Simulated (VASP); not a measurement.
**Ge: relaxation of cell and atoms with LDA**

Ge:

```
CELL_PARAMETERS angstrom
0.00000 2.61993 2.61993
2.61993 0.00000 2.61993
2.61993 2.61993 0.00000
ATOMIC_POSITIONS crystal
Ge 0.87500 0.87500 0.87500
Ge 0.12500 0.12500 0.12500
```

```
Program                : VASP 6.6.1
Task                   : relaxation of cell and atoms
Functional             : LDA
Potentials or basis    : VASP PAW LDA potentials, release 64 (Ge_d)
Cutoff                 : 600 eV
k mesh                 : 12 × 12 × 12
Occupations            : fermi-dirac, width 0.05 eV
Spin                   : no spin polarisation
Target pressure        : 25 GPa
Dipole correction      : no
Further INCAR settings : ALGO = Normal; EDIFF = 1e-06; IBRION = 2; EDIFFG = -0.005; NSW = 32; ISIF = 3
```

```yaml
Relaxed_volume: 18.03 Å³/atom
Relaxed_cell: a = 3.709 Å, b = 3.709 Å, c = 3.709 Å, α = 60.00°, β = 60.00°, γ = 60.00°
Space_group_after_relaxing_to_0.1_Å: Fd-3m (No. 227)
Energy_change_on_relaxing_the_run_minimises_the_enthalpy: -7.7 meV/atom
Ionic_steps: 6
Pressure_after_relaxing: 25.0 GPa
Band_gap_on_the_k_mesh: 0.10 eV (least direct gap 2.09 eV)
```

Step by step:
```tsv
step	energy change (eV)	largest force (eV/Å)	pressure (GPa)	volume (Å³)
1	0.0000	0.0000	25.30	35.97
2	-0.0271	0.0000	24.51	36.14
3	-0.0146	0.0000	25.23	36.06
4	-0.0185	0.0000	24.75	36.08
5	-0.0164	0.0000	24.74	36.07
6	-0.0154	0.0000	24.98	36.06
```

Final structure:
```cif
data_structure
_symmetry_space_group_name_H-M 'P 1'
_symmetry_Int_Tables_number 1
_cell_length_a 3.7085
_cell_length_b 3.7085
_cell_length_c 3.7085
_cell_angle_alpha 60.000
_cell_angle_beta 60.000
_cell_angle_gamma 60.000
_cell_volume 36.06
loop_
_atom_site_label
_atom_site_type_symbol
_atom_site_fract_x
_atom_site_fract_y
_atom_site_fract_z
_atom_site_occupancy
Ge1 Ge 0.87500 0.87500 0.87500 1
Ge2 Ge 0.12500 0.12500 0.12500 1
```

Levels at points of the mesh, in eV from the valence-band top:
| k point | band 10 | band 11 | band 12 | band 13 | band 14 | band 15 | band 16 | band 17 | band 18 |
| --- | --- | --- | --- | --- | --- | --- | --- | --- | --- |
| (0.00, 0.00, 0.00) | -24.96 | -14.77 | 0.00 | 0.00 | 0.00 | 2.09 | 2.58 | 2.58 | 2.58 |
| (0.50, 0.00, 0.00) | -24.92 | -12.05 | -8.94 | -1.81 | -1.81 | 0.86 | 3.77 | 3.77 | 6.98 |
| (0.50, 0.50, 0.00) | -24.90 | -9.94 | -9.94 | -3.98 | -3.98 | 0.29 | 0.29 | 11.40 | 11.40 |

Run time: 3.2 min on 1 thread of Intel Xeon 8259CL (shared host), peak memory 0.18 GiB.

Caveat: the cell is relaxed towards a set pressure, so the run minimises the enthalpy, not the energy. A k mesh can miss the band edges.
